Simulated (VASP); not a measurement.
# YAl3N4 (Cmmm) in VASP: notebook

The runs below take YAl3N4 through single point, relaxation of cell and atoms, with PBE.

Everything below comes from runs of VASP 6.6.1. Logs are shortened: lines on timing, memory, paths and dates and some standing lists are left out, and cuts for length are marked.

## 1. The cell of the first run

The structure is orthorhombic, space group Cmmm (No. 65). The conventional cell has a = 6.143 Å, b = 8.574 Å, c = 3.083 Å, α = 90.00°, β = 90.00°, γ = 90.00°. Y (site symmetry mmm) has 6 N at 2.27 to 2.29 Å and 10 Al at 3.05 to 3.07 Å and 2 Y at 3.08 Å within 3.1 Å. Within 2.8 Å of Al (site symmetry 2/m) lie 6 N at 2.15 to 2.18 Å. Al (site symmetry mmm) has 6 N at 2.01 to 2.07 Å within 2.7 Å. Within 2.9 Å of N (site symmetry 2mm) lie 4 Al at 2.07 to 2.15 Å and 2 Y at 2.29 Å and 5 N at 2.77 to 2.89 Å. Within 2.7 Å of N (site symmetry m2m) lie 5 Al at 2.01 to 2.18 Å and 1 Y at 2.27 Å.

## 2. Single point, PBE

Input file INCAR:

```
SYSTEM = YAl3N4
PREC = Accurate ; ENCUT = 520
EDIFF = 1E-7 ; ISMEAR = 0
SIGMA = 0.02 ; LREAL = .FALSE.
LASPH = .TRUE. ; NELM = 80
ALGO = Normal ; ISIF = 2
LWAVE = .FALSE. ; LCHARG = .TRUE.
GGA = PE ; LELF = .TRUE.
LVHAR = .TRUE. ; NBANDS = 30
```

Input file KPOINTS:

```
regular mesh
0
G
  6 6 10
  0 0 0
```

Input file POSCAR:

```
YAl3N4
1.0
    3.0716271494     -4.2869588885      0.0000000000
    3.0716271494      4.2869588885      0.0000000000
    0.0000000000      0.0000000000      3.0827811170
Y Al N
1 3 4
Direct
    0.0000000000      0.0000000000      0.5000000000
    0.0000000000      0.5000000000      0.0000000000
    0.5000000000      0.0000000000      0.0000000000
    0.5000000000      0.5000000000      0.5000000000
    0.7252494114      0.7252494114      0.0000000000
    0.2747505886      0.2747505886      0.0000000000
    0.7347518506      0.2652481494      0.5000000000
    0.2652481494      0.7347518506      0.5000000000
```

Potentials or basis: VASP PAW PBE potentials, release 64 (Y_sv, Al, N).

Launch:

```sh
$ cat potpaw_PBE.64/Y_sv/POTCAR potpaw_PBE.64/Al/POTCAR potpaw_PBE.64/N/POTCAR > POTCAR
$ mpirun -np 1 vasp_std > vasp.out
```

OUTCAR:

```text
SYSTEM = YAl3N4
   PREC = Accurate
   ENCUT = 520
   EDIFF = 1E-7
   ISMEAR = 0
   LREAL = .FALSE.
   LASPH = .TRUE.
   NELM = 80
   ISIF = 2
   GGA = PE

 ion  position               nearest neighbor table
   1  0.000  0.000  0.500-   7 2.27   8 2.27   5 2.29   6 2.29   5 2.29   6 2.29   2 3.05   3 3.05
                             2 3.05   3 3.05   2 3.05   2 3.05   3 3.05   3 3.05   4 3.07   4 3.07
   2  0.000  0.500  0.000-   5 2.15   6 2.15   7 2.18   8 2.18   7 2.18   8 2.18   1 3.05   4 3.05
                             1 3.05   4 3.05   1 3.05   1 3.05   4 3.05   4 3.05   3 3.07   3 3.07
   3  0.500  0.000  0.000-   5 2.15   6 2.15   7 2.18   8 2.18   7 2.18   8 2.18   1 3.05   4 3.05
                             1 3.05   4 3.05   4 3.05   4 3.05   1 3.05   1 3.05   2 3.07   2 3.07
   4  0.500  0.500  0.500-   7 2.01   8 2.01   5 2.07   6 2.07   5 2.07   6 2.07   2 3.05   3 3.05
                             2 3.05   3 3.05   3 3.05   3 3.05   2 3.05   2 3.05   1 3.07   1 3.07
   5  0.725  0.725  0.000-   4 2.07   4 2.07   2 2.15   3 2.15   1 2.29   1 2.29
   6  0.275  0.275  0.000-   4 2.07   4 2.07   2 2.15   3 2.15   1 2.29   1 2.29
   7  0.735  0.265  0.500-   4 2.01   3 2.18   2 2.18   2 2.18   3 2.18   1 2.27
   8  0.265  0.735  0.500-   4 2.01   3 2.18   2 2.18   2 2.18   3 2.18   1 2.27

  LATTYP: Found a base centered orthorhombic cell.
 ALAT       =     6.1432542988
 B/A-ratio  =     1.3956638225
 C/A-ratio  =     0.5018156448

  Lattice vectors:

 A1 = (   3.0716271494,  -4.2869588885,   0.0000000000)
 A2 = (   3.0716271494,   4.2869588885,   0.0000000000)
 A3 = (   0.0000000000,   0.0000000000,   3.0827811170)

Analysis of symmetry for initial positions (statically):
=====================================================================
 Subroutine PRICEL returns:
 Original cell was already a primitive cell.

 Routine SETGRP: Setting up the symmetry group for a
 base centered orthorhombic supercell.

 Subroutine GETGRP returns: Found  8 space group operations
 (whereof  8 operations were pure point group operations)
 out of a pool of  8 trial point group operations.

The static configuration has the point symmetry D_2h.

Analysis of symmetry for dynamics (positions and initial velocities):
=====================================================================
 Subroutine PRICEL returns:
 Original cell was already a primitive cell.

 Routine SETGRP: Setting up the symmetry group for a
 base centered orthorhombic supercell.

 Subroutine GETGRP returns: Found  8 space group operations
 (whereof  8 operations were pure point group operations)
 out of a pool of  8 trial point group operations.

The dynamic configuration has the point symmetry D_2h.

 Subroutine INISYM returns: Found  8 space group operations
[... 120 lines left out ...]
   NELECT =      40.0000    total number of electrons
   NUPDOWN=      -1.0000    fix difference up-down
   EMIN   =  10.00;   EMAX   =-10.00  energy-range for DOS
   EFERMI =   0.00;   METHOD = LEGACY
   ISMEAR =     0;   SIGMA  =   0.02  broadening in eV -4-tet -1-fermi 0-gaus
   EFERMI_NEDOS =   21; number of points for ismear=-14 and -15
   IALGO  =     38    algorithm
   IMIX   =      4    mixing-type and parameters
     AMIX     =   0.40;   BMIX     =  1.00
     AMIX_MAG =   1.60;   BMIX_MAG =  1.00
  volume/ion in A,a.u.               =      10.15        68.49
  Fermi-wavevector in a.u.,A,eV,Ry     =   1.292998  2.443413 22.746831  1.671845
  Thomas-Fermi vector in A             =   2.424671
   LORBIT       =      0    0 simple, 1 ext, 2 COOP (PROOUT), +10 PAW based schemes
   GGA     = PE    functional components
   LHFCALC =     F    Hartree Fock is set to
   AEXX    =    0.0000 exact exchange contribution
   IVDW    =     0    specifies the selected vdW correction
   LEPSILON=     F    determine dielectric tensor
   LRPA    =     F    only Hartree local field effects (RPA)
 non-spin polarized calculation
 Gauss-broadening in eV      SIGMA  =   0.02
  energy-cutoff  :      520.00
  volume of cell :       81.19
 maximum number of plane-waves:      2206
   NGX = 19   NGY = 19   NGZ = 11

 number of electron      40.0000002 magnetization

 Free energy of the ion-electron system (eV)
  ---------------------------------------------------
  ext. energy  EPLUGINS =         0.00000000
  ---------------------------------------------------
  free energy    TOTEN  =       -59.86867748 eV

  energy without entropy =      -59.86867748  energy(sigma->0) =      -59.86867748

 E-fermi :   7.8845     XC(G=0): -11.8163

 val. band max:        7.6841344426   @ k =   0.0000   0.0000   0.0000
 cond. band min:       9.4397037566   @ k =   0.0000   0.0000   0.0000
 fundamental gap:      1.7555693140
 Fermi energy:         7.8845014285

 k-point     1 :       0.0000    0.0000    0.0000
  band No.  band energies     occupation
      1     -32.7441      2.00000
      2     -13.3812      2.00000
      3     -13.2744      2.00000
      4     -12.3938      2.00000
      5      -8.2508      2.00000
      6      -5.6611      2.00000
[... 781 lines left out ...]
     29      15.6387      0.00000
     30      16.2135      0.00000

 [... further k-points ...]

------------------------ aborting loop because EDIFF is reached ----------------------------------------

  FORCE on cell =-STRESS in cart. coord.  units (eV):
  Direction    XX          YY          ZZ          XY          YZ          ZX
  --------------------------------------------------------------------------------------
  -------------------------------------------------------------------------------------
  Total       -0.1306448     -0.1376105     -0.1644468     -0.0000000      0.0000000      0.0000000
  in kB       -2.5781736     -2.7156366     -3.2452303     -0.0000000      0.0000000      0.0000000
  external PRESSURE =      -2.8463469 kB  Pullay stress =       0.0000000 kB

 VOLUME and BASIS-vectors are now :
 -----------------------------------------------------------------------------
  energy-cutoff  :      520.00
  volume of cell :       81.19
      direct lattice vectors                 reciprocal lattice vectors
     3.071627149 -4.286958889  0.000000000     0.162780173 -0.116632796  0.000000000
     3.071627149  4.286958889  0.000000000     0.162780173  0.116632796  0.000000000
     0.000000000  0.000000000  3.082781117     0.000000000  0.000000000  0.324382420

 POSITION                                       TOTAL-FORCE (eV/Angst)
 -----------------------------------------------------------------------------------
      0.00000      0.00000      1.54139        -0.000000     -0.000000     -0.000000
      1.53581      2.14348      0.00000        -0.000000     -0.000000     -0.000000
      1.53581     -2.14348      0.00000        -0.000000     -0.000000     -0.000000
      3.07163      0.00000      1.54139        -0.000000     -0.000000     -0.000000
      4.45539      0.00000      0.00000         0.002006     -0.000000     -0.000000
      1.68786      0.00000      0.00000        -0.002006     -0.000000     -0.000000
      3.07163     -2.01274      1.54139        -0.000000     -0.001769     -0.000000
      3.07163      2.01274      1.54139        -0.000000      0.001769      0.000000
 -----------------------------------------------------------------------------------
    total drift:                                0.000000      0.000000      0.000000

  FREE ENERGIE OF THE ION-ELECTRON SYSTEM (eV)
  ---------------------------------------------------
  free  energy   TOTEN  =       -59.8686774784 eV

  energy  without entropy=      -59.8686774784  energy(sigma->0) =      -59.86867748
```

OSZICAR:

```text
N       E                     dE             d eps       ncg     rms          rms(c)
DAV:   1     0.180113663124E+03    0.18011E+03   -0.19797E+04  4680   0.127E+03
DAV:   2    -0.540906389608E+02   -0.23420E+03   -0.22526E+03  5844   0.285E+02
DAV:   3    -0.677647230117E+02   -0.13674E+02   -0.13603E+02  6730   0.654E+01
DAV:   4    -0.682337061647E+02   -0.46898E+00   -0.46840E+00  6942   0.944E+00
DAV:   5    -0.682397444421E+02   -0.60383E-02   -0.60378E-02  6080   0.110E+00    0.494E+01
DAV:   6    -0.597608794984E+02    0.84789E+01   -0.33131E+01  5918   0.297E+01    0.428E+01
DAV:   7    -0.598926388875E+02   -0.13176E+00   -0.27958E+00  5984   0.739E+00    0.261E+01
DAV:   8    -0.598932613562E+02   -0.62247E-03   -0.46691E-01  5780   0.370E+00    0.305E+00
DAV:   9    -0.598689311699E+02    0.24330E-01   -0.14706E-01  5744   0.179E+00    0.561E-01
DAV:  10    -0.598688779165E+02    0.53253E-04   -0.66610E-03  5738   0.483E-01    0.398E-01
DAV:  11    -0.598686719960E+02    0.20592E-03   -0.17377E-03  5990   0.267E-01    0.142E-01
DAV:  12    -0.598686743117E+02   -0.23157E-05   -0.21143E-04  6650   0.841E-02    0.700E-02
DAV:  13    -0.598686769448E+02   -0.26331E-05   -0.14539E-05  6092   0.239E-02    0.425E-02
DAV:  14    -0.598686774167E+02   -0.47190E-06   -0.23481E-06  6762   0.858E-03    0.436E-03
DAV:  15    -0.598686774784E+02   -0.61796E-07   -0.53132E-07  5604   0.454E-03
   1 F= -.59868677E+02 E0= -.59868677E+02  d E =-.807566E-48
```

Wall time 1.8 min (1 thread of Intel Xeon 6975P-C (Granite Rapids), shared host); peak memory 0.31 GiB.

Results:

| Item | Value |
| --- | --- |
| Free energy | -59.8687 eV |
| Pressure | -0.3 GPa |
| Band gap on the k mesh | 1.76 eV |

Forces on the atoms (eV/Å):
```
Y    0.000  0.000  0.000
Al   0.000  0.000  0.000
Al   0.000  0.000  0.000
Al   0.000  0.000  0.000
N    0.002  0.000  0.000
N   -0.002  0.000  0.000
N    0.000 -0.002  0.000
N    0.000  0.002  0.000
```

A k mesh can miss the band edges.

## 3. Relaxation of cell and atoms, PBE

Input file INCAR:

```
SYSTEM = YAl3N4
  ALGO = Normal
  EDIFF = 1E-7
  EDIFFG = -0.01
  ENCUT = 600
  GGA = PE
  IBRION = 2
  ISIF = 3
  ISMEAR = 0
  LASPH = .TRUE.
  LCHARG = .FALSE.
  LREAL = .FALSE.
  LWAVE = .FALSE.
  NELM = 100
  NSW = 100
  PREC = Accurate
  SIGMA = 0.02
```

Input file KPOINTS:

```
k-points
0
G
  6 6 10
  0 0 0
```

POSCAR is that of step 2.

Potentials or basis: VASP PAW PBE potentials, release 64 (Y_sv, Al, N).

Launch:

```sh
$ cat potpaw_PBE.64/Y_sv/POTCAR potpaw_PBE.64/Al/POTCAR potpaw_PBE.64/N/POTCAR > POTCAR
$ mpirun -np 1 vasp_std > vasp.out
```

Run time: 4.9 min. Hardware: 1 thread of Intel Xeon 6975P-C (Granite Rapids), shared host; peak memory 0.37 GiB.

It converged, with:

| Item | Value |
| --- | --- |
| Free energy | -59.8755 eV |
| Relaxed volume | 10.13 Å³/atom |
| Relaxed cell | a = 5.270 Å, b = 5.270 Å, c = 3.081 Å, α = 90.00°, β = 90.00°, γ = 108.76° |
| Space group after relaxing (to 0.1 Å) | Cmmm (No. 65) |
| Energy gained by relaxing | 0.0 meV/atom |
| Ionic steps | 3 |
| Pressure after relaxing | 0.0 GPa |
| Largest force after relaxing | 0.005 eV/Å |
| Band gap on the k mesh | 1.75 eV |

Forces on the atoms (eV/Å):
```
Y    0.000  0.000  0.000
Al   0.000  0.000  0.000
Al   0.000  0.000  0.000
Al   0.000  0.000  0.000
N   -0.005  0.000  0.000
N    0.005  0.000  0.000
N    0.000  0.000  0.000
N    0.000  0.000  0.000
```

Step by step:
| step | energy change (eV) | largest force (eV/Å) | pressure (GPa) | volume (Å³) |
| --- | --- | --- | --- | --- |
| 1 | 0.0000 | 0.0022 | -0.41 | 81.19 |
| 2 | 0.0000 | 0.0113 | 0.39 | 80.88 |
| 3 | -0.0002 | 0.0048 | 0.00 | 81.03 |

Final structure:
```cif
data_structure
_symmetry_space_group_name_H-M 'P 1'
_symmetry_Int_Tables_number 1
_cell_length_a 5.2705
_cell_length_b 5.2705
_cell_length_c 3.0805
_cell_angle_alpha 90.000
_cell_angle_beta 90.000
_cell_angle_gamma 108.755
_cell_volume 81.03
loop_
_atom_site_label
_atom_site_type_symbol
_atom_site_fract_x
_atom_site_fract_y
_atom_site_fract_z
_atom_site_occupancy
Y1 Y 0.00000 0.00000 0.50000 1
Al1 Al 0.00000 0.50000 0.00000 1
Al2 Al 0.50000 0.00000 0.00000 1
Al3 Al 0.50000 0.50000 0.50000 1
N1 N 0.72526 0.72526 0.00000 1
N2 N 0.27474 0.27474 0.00000 1
N3 N 0.73476 0.26524 0.50000 1
N4 N 0.26524 0.73476 0.50000 1
```

Levels at points of the mesh, in eV from the valence-band top:
```
           k point  band 16  band 17  band 18  band 19  band 20  band 21  band 22  band 23  band 24  band 25
(0.00, 0.00, 0.00)    -1.40    -1.13    -0.32    -0.30     0.00     1.75     2.35     4.45     5.54     5.66
(0.50, 0.00, 0.00)    -1.59    -1.26    -1.16    -0.72    -0.70     3.17     4.00     4.11     6.13     6.25
(0.50, 0.50, 0.00)    -2.01    -1.96    -1.84    -0.70    -0.59     2.22     5.14     5.58     5.69     6.54
(0.00, 0.00, 0.50)    -3.00    -2.32    -2.16    -2.01    -0.85     4.57     5.38     5.63     5.77     7.05
(0.50, 0.00, 0.50)    -2.63    -2.46    -2.39    -0.54    -0.37     2.98     4.16     4.20     5.76     7.47
(0.50, 0.50, 0.50)    -1.90    -1.85    -1.68    -1.38    -1.12     2.09     2.22     2.46     4.68     5.57
```

A k mesh can miss the band edges.
